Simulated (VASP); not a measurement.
Set up this calculation in VASP 6.6.1, as the native input.

| Quantity | Value |
| --- | --- |
| Task | single point |
| Functional | LDA |
| Potentials or basis | VASP PAW LDA potentials, release 64 (Si) |
| Cutoff | 520 eV |
| k mesh | 15 × 15 × 1 |
| Occupations | gaussian, width 0.1 eV |
| Spin | no spin polarisation |
| Dipole correction | yes |
| Further INCAR settings | ALGO = Normal; EDIFF = 1e-06; NBANDS = 11 |

The structure of Si lies in POSCAR:

```
Si
1.0
    3.8920000000      0.0000000000      0.0000000000
   -1.9460000000      3.3705708715      0.0000000000
    0.0000000000      0.0000000000     28.0000000000
Si
2
Direct
    0.3333333333      0.6666666667      0.5076607143
    0.6666666667      0.3333333333      0.4923392857
```

These files were run (other wordings do the same):

INCAR

```
SYSTEM = Si
PREC = Accurate
ENCUT = 520
EDIFF = 1E-6
ISMEAR = 0
SIGMA = 0.1
LREAL = .False.
LASPH = .True.
NELM = 80
ALGO = Normal
ISIF = 2
LWAVE = .False.
LCHARG = .True.
LDIPOL = .True.
IDIPOL = 3
DIPOL = 0.5 0.5 0.500
GGA = CA
LELF = .True.
LVHAR = .True.
LVACPOTAV = .True.
NBANDS = 11
```

KPOINTS

```
Automatic mesh
0
Gamma
  15 15 1
  0 0 0
```

Potentials or basis: VASP PAW LDA potentials, release 64 (Si).

Launch:

```bash
$ cat potpaw_LDA.64/Si/POTCAR > POTCAR
$ mpirun -np 1 vasp_std > vasp.out
```

Results of the run:

* Largest force: 0.095 eV/Å
* Band gap on the k mesh: zero (filled and empty bands touch)

Run time: 3.6 min on 1 thread of AMD EPYC 7R43 64-Core Processor (Zen 3), with other jobs on the host, peak memory 0.35 GiB.
